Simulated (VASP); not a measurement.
Ru, 1 atom in the cell. Symmetry: Fm-3m, No. 225, cubic system. Conventional cell: a = 3.852 Å, b = 3.852 Å, c = 3.852 Å, α = 90.00°, β = 90.00°, γ = 90.00°. Within 3.6 Å of Ru (site symmetry m-3m) lie 12 Ru at 2.72 Å. 

| Property | Result |
| --- | --- |
| Program | VASP 6.6.1 |
| Task | relaxation of cell and atoms |
| Functional | PBEsol |
| Potentials or basis | VASP PAW PBE potentials, release 64 (Ru_pv) |
| Cutoff | 600 eV |
| k mesh | 8 × 8 × 8 |
| Occupations | gaussian, width 0.1 eV |
| Spin | no spin polarisation |
| Dipole correction | no |
| Further INCAR settings | ALGO = Normal; EDIFF = 1e-06; IBRION = 2; EDIFFG = -0.05; NSW = 80; ISIF = 3 |

Potentials or basis: VASP PAW PBE potentials, release 64 (Ru_pv).

Command:

```bash
$ cat potpaw_PBE.64/Ru_pv/POTCAR > POTCAR
$ mpirun -np 1 vasp_std > vasp.out
```

Hardware: 1 thread of Intel(R) Xeon(R) 6975P-C (Granite Rapids) (shared host).

Q: How long does it take, and how much memory?

A: It took 8.3 s on 1 thread of Intel(R) Xeon(R) 6975P-C (Granite Rapids), on a shared host, peak memory 0.14 GiB. Counts: scf iterations 31, k points 29, ion steps 4.
